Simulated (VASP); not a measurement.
# Na5CoSeO2 (P4/mmm) in VASP: single point with PBE

Aim: the single point of Na5CoSeO2 with PBE.

All numbers are computed with VASP 6.6.1; they aren't measurements. Logs are shortened: lines on timing, memory, paths and dates and some standing lists are left out, and cuts for length are marked.

### 1 The cell of the first run

It takes space group P4/mmm (No. 123, tetragonal). The conventional cell has a = 4.606 Å, b = 4.606 Å, c = 8.071 Å, α = 90.00°, β = 90.00°, γ = 90.00°. Na (site symmetry 4/mmm) has 2 O at 2.27 Å within 3.0 Å. Na (site symmetry 2mm) has 2 O at 2.32 Å and 2 Na at 3.03 Å and 2 Se at 3.03 Å and 2 Co at 3.09 Å within 3.1 Å. Se (site symmetry 4/mmm) has 12 Na at 3.03 to 3.26 Å and 8 O at 3.97 Å within 4.0 Å. Within 2.3 Å of Co (site symmetry 4/mmm) lie 2 O at 1.77 Å. Within 2.3 Å of O (site symmetry 4mm) lie 1 Co at 1.77 Å and 1 Na at 2.27 Å.

### 2 Single point, PBE

INCAR reads:

```
PREC = Accurate
ENCUT = 600
EDIFF = 1E-6
ISMEAR = -1
SIGMA = 0.048
LREAL = False
LASPH = True
NELM = 120
ALGO = Normal
ISIF = 2
LWAVE = False
LCHARG = True
GGA = PE
LELF = True
LVHAR = True
NBANDS = 41
GGA_COMPAT = False
```

KPOINTS reads:

```
Automatic mesh
0
Gamma
  4 4 3
```

POSCAR reads:

```
Na5CoSeO2
1.0
    4.6064210000      0.0000000000      0.0000000000
    0.0000000000      4.6064210000      0.0000000000
    0.0000000000      0.0000000000      8.0707790000
Na Se Co O
5 1 1 2
Direct
    0.0000000000      0.0000000000      0.5000000000
    0.0000000000      0.5000000000      0.2558000000
    0.5000000000      0.0000000000      0.2558000000
    0.0000000000      0.5000000000      0.7442000000
    0.5000000000      0.0000000000      0.7442000000
    0.5000000000      0.5000000000      0.5000000000
    0.0000000000      0.0000000000      0.0000000000
    0.0000000000      0.0000000000      0.2187000000
    0.0000000000      0.0000000000      0.7813000000
```

Potentials or basis: VASP PAW PBE potentials, release 64 (Na_pv, Se, Co, O).

Command:

```console
$ cat potpaw_PBE.64/Na_pv/POTCAR potpaw_PBE.64/Se/POTCAR potpaw_PBE.64/Co/POTCAR potpaw_PBE.64/O/POTCAR > POTCAR
$ mpirun -np 1 vasp_std > vasp.out
```

OUTCAR:

```text
PREC = Accurate
   ENCUT = 600
   EDIFF = 1E-6
   ISMEAR = -1
   LREAL = False
   LASPH = True
   NELM = 120
   ISIF = 2
   GGA = PE

 ion  position               nearest neighbor table
   1  0.000  0.000  0.500-   8 2.27   9 2.27
   2  0.000  0.500  0.256-   8 2.32   8 2.32
   3  0.500  0.000  0.256-   8 2.32   8 2.32
   4  0.000  0.500  0.744-   9 2.32   9 2.32
   5  0.500  0.000  0.744-   9 2.32   9 2.32
   6  0.500  0.500  0.500-
   7  0.000  0.000  0.000-   8 1.77   9 1.77
   8  0.000  0.000  0.219-   7 1.77   1 2.27   3 2.32   2 2.32   2 2.32   3 2.32
   9  0.000  0.000  0.781-   7 1.77   1 2.27   5 2.32   4 2.32   4 2.32   5 2.32

  LATTYP: Found a simple tetragonal cell.
 ALAT       =     4.6064210000
 C/A-ratio  =     1.7520715106

  Lattice vectors:

 A1 = (   4.6064210000,   0.0000000000,   0.0000000000)
 A2 = (   0.0000000000,   4.6064210000,   0.0000000000)
 A3 = (   0.0000000000,   0.0000000000,   8.0707790000)

Analysis of symmetry for initial positions (statically):
=====================================================================
 Subroutine PRICEL returns:
 Original cell was already a primitive cell.

 Routine SETGRP: Setting up the symmetry group for a
 simple tetragonal supercell.

 Subroutine GETGRP returns: Found 16 space group operations
 (whereof 16 operations were pure point group operations)
 out of a pool of 16 trial point group operations.

The static configuration has the point symmetry D_4h.

Analysis of symmetry for dynamics (positions and initial velocities):
=====================================================================
 Subroutine PRICEL returns:
 Original cell was already a primitive cell.

 Routine SETGRP: Setting up the symmetry group for a
 simple tetragonal supercell.

 Subroutine GETGRP returns: Found 16 space group operations
 (whereof 16 operations were pure point group operations)
 out of a pool of 16 trial point group operations.

The dynamic configuration has the point symmetry D_4h.

 Subroutine INISYM returns: Found 16 space group operations
 (whereof 16 operations are pure point group operations),
 and found     1 'primitive' translations

----------------------------------------------------------------------------------------

                                     Primitive cell

  volume of cell :     171.2548

  direct lattice vectors                    reciprocal lattice vectors
     4.606421000  0.000000000  0.000000000     0.217088277  0.000000000  0.000000000
     0.000000000  4.606421000  0.000000000     0.000000000  0.217088277  0.000000000
     0.000000000  0.000000000  8.070779000     0.000000000  0.000000000  0.123903777

  length of vectors
     4.606421000  4.606421000  8.070779000     0.217088277  0.217088277  0.123903777

  position of ions in fractional coordinates (direct lattice)
     0.000000000  0.000000000  0.500000000
     0.000000000  0.500000000  0.255800000
     0.500000000  0.000000000  0.255800000
     0.000000000  0.500000000  0.744200000
     0.500000000  0.000000000  0.744200000
     0.500000000  0.500000000  0.500000000
     0.000000000  0.000000000  0.000000000
     0.000000000  0.000000000  0.218700000
     0.000000000  0.000000000  0.781300000

  ion indices of the primitive-cell ions
   primitive index   ion index
                 1           1
                 2           2
                 3           3
                 4           4
                 5           5
                 6           6
                 7           7
                 8           8
                 9           9

----------------------------------------------------------------------------------------

 KPOINTS: Automatic mesh

Automatic generation of k-mesh.
 Grid dimensions read from file:
 generate k-points for:    4    4    3

 Generating k-lattice:

  Cartesian coordinates                     Fractional coordinates (reciprocal lattice)
     0.054272069  0.000000000  0.000000000     0.250000000  0.000000000  0.000000000
     0.000000000  0.054272069  0.000000000     0.000000000  0.250000000  0.000000000
     0.000000000  0.000000000  0.041301259     0.000000000  0.000000000  0.333333333

  Length of vectors
     0.054272069  0.054272069  0.041301259

  Shift w.r.t. Gamma in fractional coordinates (k-lattice)
     0.000000000  0.000000000  0.000000000

 Subroutine IBZKPT returns following result:
 ===========================================

 Found     12 irreducible k-points:

 Following reciprocal coordinates:
            Coordinates               Weight
  0.000000  0.000000  0.000000      1.000000
  0.250000  0.000000  0.000000      4.000000
  0.500000  0.000000  0.000000      2.000000
  0.250000  0.250000  0.000000      4.000000
  0.500000  0.250000  0.000000      4.000000
  0.500000  0.500000  0.000000      1.000000
  0.000000  0.000000  0.333333      2.000000
  0.250000  0.000000  0.333333      8.000000
  0.500000  0.000000  0.333333      4.000000
  0.250000  0.250000  0.333333      8.000000
  0.500000  0.250000  0.333333      8.000000
  0.500000  0.500000  0.333333      2.000000
   k-points           NKPTS =     12   k-points in BZ     NKDIM =     12   number of bands    NBANDS=     41
   number of dos      NEDOS =    301   number of ions     NIONS =      9
   total plane-waves  NPLWV = 102400
   dimension x,y,z NGX =    40 NGY =   40 NGZ =   64
   dimension x,y,z NGXF=    80 NGYF=   80 NGZF=  128
   ions per type =               5   1   1   2
   NGX,Y,Z   is equivalent  to a cutoff of  14.44, 14.44, 13.18 a.u.
   NGXF,Y,Z  is equivalent  to a cutoff of  28.87, 28.87, 26.37 a.u.
 SYSTEM =  unknown system
   PREC   = accura    normal or accurate (medium, high low for compatibility)
   ISTART =      0    job   : 0-new  1-cont  2-samecut
   ICHARG =      2    charge: 1-file 2-atom 10-const
   ISPIN  =      1    spin polarized calculation?
   LNONCOLLINEAR =      F non collinear calculations
   LSORBIT =      F    spin-orbit coupling
   LASPH  =      T    aspherical Exc in radial PAW
   ENCUT  =  600.0 eV  44.10 Ry    6.64 a.u.   9.20  9.20 16.12*2*pi/ulx,y,z
   NELM   =    120;   NELMIN=  2; NELMDL= -5     # of ELM steps
   EDIFF  = 0.1E-05   stopping-criterion for ELM
   LREAL  =      F    real-space projection
   EDIFFG = 0.1E-04   stopping-criterion for IOM
   NSW    =      0    number of steps for IOM
   IBRION =     -1    ionic relax: 0-MD 1-quasi-New 2-CG
   NFREE  =      0    steps in history (QN), initial steepest desc. (CG)
   ISIF   =      2    stress and relaxation
   ISYM   =      2    0-nonsym 1-usesym 2-fastsym
   POTIM  = 0.5000    time-step for ionic-motion
   TEBEG  =    0.0;   TEEND  =   0.0 temperature during run
   PSTRESS=    0.0 pullay stress
   NELECT =      62.0000    total number of electrons
   NUPDOWN=      -1.0000    fix difference up-down
   EMIN   =  10.00;   EMAX   =-10.00  energy-range for DOS
   EFERMI =   0.00;   METHOD = LEGACY
   ISMEAR =    -1;   SIGMA  =   0.05  broadening in eV -4-tet -1-fermi 0-gaus
   EFERMI_NEDOS =   21; number of points for ismear=-14 and -15
   IALGO  =     38    algorithm
   IMIX   =      4    mixing-type and parameters
     AMIX     =   0.40;   BMIX     =  1.00
     AMIX_MAG =   1.60;   BMIX_MAG =  1.00
  volume/ion in A,a.u.               =      19.03       128.41
  Fermi-wavevector in a.u.,A,eV,Ry     =   1.166786  2.204906 18.522825  1.361389
  Thomas-Fermi vector in A             =   2.303295
   LORBIT       =      0    0 simple, 1 ext, 2 COOP (PROOUT), +10 PAW based schemes
   GGA     = PE    functional components
   LHFCALC =     F    Hartree Fock is set to
   AEXX    =    0.0000 exact exchange contribution
   IVDW    =     0    specifies the selected vdW correction
   LEPSILON=     F    determine dielectric tensor
   LRPA    =     F    only Hartree local field effects (RPA)
 non-spin polarized calculation
  energy-cutoff  :      600.00
  volume of cell :      171.25
 maximum number of plane-waves:      5750
 NGX is ok and might be reduce to    40
   NGX = 19   NGY = 19   NGZ = 33

 number of electron      62.0000004 magnetization

 Free energy of the ion-electron system (eV)
  ---------------------------------------------------
  ext. energy  EPLUGINS =         0.00000000
  ---------------------------------------------------
  free energy    TOTEN  =       -35.88596216 eV

  energy without entropy =      -35.75285057  energy(sigma->0) =      -35.81940637

 E-fermi :   2.2476     XC(G=0):  -8.3563

 val. band max:        2.2474634279   @ k =   0.5000   0.2500   0.3333
 cond. band min:       2.2488216085   @ k =   0.5000   0.5000   0.3333
 fundamental gap:      0.0013581806
 Fermi energy:         2.2476496543

 k-point     1 :       0.0000    0.0000    0.0000
  band No.  band energies     occupation
      1     -22.1574      2.00000
      2     -22.1574      2.00000
      3     -22.0711      2.00000
      4     -21.7766      2.00000
      5     -21.7766      2.00000
      6     -21.7758      2.00000
[... 33 lines left out ...]
     40       8.8648      0.00000
     41       8.8650      0.00000

 k-point     2 :       0.2500    0.0000    0.0000
  band No.  band energies     occupation
      1     -22.1596      2.00000
      2     -22.1569      2.00000
      3     -22.0776      2.00000
      4     -21.7736      2.00000
      5     -21.7728      2.00000
      6     -21.7710      2.00000
[... 33 lines left out ...]
     40       7.9907      0.00000
     41       8.6385      0.00000

 k-point     3 :       0.5000    0.0000    0.0000
  band No.  band energies     occupation
      1     -22.1616      2.00000
      2     -22.1564      2.00000
      3     -22.0843      2.00000
      4     -21.7687      2.00000
      5     -21.7673      2.00000
      6     -21.7657      2.00000
[... 347 lines left out ...]
      2     -22.1585      2.00000
      3     -22.0943      2.00000
      4     -21.7977      2.00000
      5     -21.7957      2.00000
      6     -21.7545      2.00000
[... 33 lines left out ...]
     40       7.9851      0.00000
     41       8.4391      0.00000

 k-point    12 :       0.5000    0.5000    0.3333
  band No.  band energies     occupation
      1     -22.1603      2.00000
      2     -22.1603      2.00000
      3     -22.1043      2.00000
      4     -21.8108      2.00000
      5     -21.8082      2.00000
      6     -21.7814      2.00000
[... 33 lines left out ...]
     40       7.9184      0.00000
     41       9.2407      0.00000

------------------------ aborting loop because EDIFF is reached ----------------------------------------

  FORCE on cell =-STRESS in cart. coord.  units (eV):
  Direction    XX          YY          ZZ          XY          YZ          ZX
  --------------------------------------------------------------------------------------
  -------------------------------------------------------------------------------------
  Total        1.7715288      1.7715288     -0.3416365      0.0000000     -0.0000000     -0.0000000
  in kB       16.5735706     16.5735706     -3.1961864      0.0000000     -0.0000000     -0.0000000
  external PRESSURE =       9.9836516 kB  Pullay stress =       0.0000000 kB

 VOLUME and BASIS-vectors are now :
 -----------------------------------------------------------------------------
  energy-cutoff  :      600.00
  volume of cell :      171.25
      direct lattice vectors                 reciprocal lattice vectors
     4.606421000  0.000000000  0.000000000     0.217088277  0.000000000  0.000000000
     0.000000000  4.606421000  0.000000000     0.000000000  0.217088277  0.000000000
     0.000000000  0.000000000  8.070779000     0.000000000  0.000000000  0.123903777

 POSITION                                       TOTAL-FORCE (eV/Angst)
 -----------------------------------------------------------------------------------
      0.00000      0.00000      4.03539        -0.000000     -0.000000      0.000000
      0.00000      2.30321      2.06451        -0.000000      0.000000     -0.347775
      2.30321      0.00000      2.06451        -0.000000     -0.000000     -0.347775
      0.00000      2.30321      6.00627        -0.000000      0.000000      0.347775
      2.30321      0.00000      6.00627         0.000000     -0.000000      0.347775
      2.30321      2.30321      4.03539        -0.000000     -0.000000      0.000000
      0.00000      0.00000      0.00000        -0.000000     -0.000000      0.000000
      0.00000      0.00000      1.76508         0.000000      0.000000     -0.355413
      0.00000      0.00000      6.30570        -0.000000     -0.000000      0.355413
 -----------------------------------------------------------------------------------
    total drift:                               -0.000000      0.000000     -0.000000

  FREE ENERGIE OF THE ION-ELECTRON SYSTEM (eV)
  ---------------------------------------------------
  free  energy   TOTEN  =       -35.8859621630 eV

  energy  without entropy=      -35.7528505696  energy(sigma->0) =      -35.81940637
```

Wall time 2 min (1 thread of AMD EPYC 7R13 (Zen 3), shared host); peak memory 0.34 GiB.

What came out:

```
Free energy            : -35.8860 eV
Pressure               : 1.0 GPa
Largest force          : 0.355 eV/Å
Band gap on the k mesh : zero (band 31 reaches 2.30 eV, above the bottom of band 32 at 2.17 eV)
```

Forces in eV/Å, atoms in the order of the input:
```
Na   0.000  0.000  0.000
Na   0.000  0.000 -0.348
Na   0.000  0.000 -0.348
Na   0.000  0.000  0.348
Na   0.000  0.000  0.348
Se   0.000  0.000  0.000
Co   0.000  0.000  0.000
O    0.000  0.000 -0.355
O    0.000  0.000  0.355
```

Levels at points of the mesh, in eV from the Fermi level:
| k point | band 29 | band 30 | band 31 | band 32 | band 33 | band 34 |
| --- | --- | --- | --- | --- | --- | --- |
| (0.00, 0.00, 0.00) | -0.42 | -0.18 | 0.01 | 0.01 | 0.98 | 2.87 |
| (0.50, 0.00, 0.00) | -0.25 | -0.21 | 0.02 | 0.02 | 1.19 | 3.10 |
| (0.50, 0.50, 0.00) | -0.46 | -0.15 | -0.07 | -0.07 | 2.54 | 2.72 |

Caveat: the run has no spin polarisation, though such a crystal can be magnetic.
